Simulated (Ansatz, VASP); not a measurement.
## WC: VASP beside Ansatz

```xyz
2
Lattice="0.0146 2.2000 2.2000 2.2000 0.0146 2.2000 2.2000 2.2000 0.0146" Properties=species:S:1:pos:R:3 pbc="T T T"
W     0.0000    0.0000    0.0000
C     2.2073    2.2073    2.2073
```

Alike in both runs: task single point; functional r2SCAN; k mesh 14 × 14 × 14; occupations fermi-dirac, width 0.1 eV; no spin polarisation.

```csv
,VASP,Ansatz
version,VASP 6.6.1,Ansatz 0.2.0
potentials or method,"VASP PAW PBE potentials, release 64 (W_sv, C), cutoff 520 eV","plane waves, PAW"
valence electrons in the cell,18,18
```

|  | VASP | Ansatz | Ansatz less VASP |
| --- | --- | --- | --- |
| pressure (GPa) | -3.4 | -5.0 | -1.59 |
| traceless stress, the component that is largest in VASP (GPa) | -0.67 | -0.67 | +0.005 |

VASP's potentials were made for PBE, not for r2SCAN. The functional is the same, so the differences come from potentials, cutoffs and numerics.

Spin-orbit coupling is off throughout.
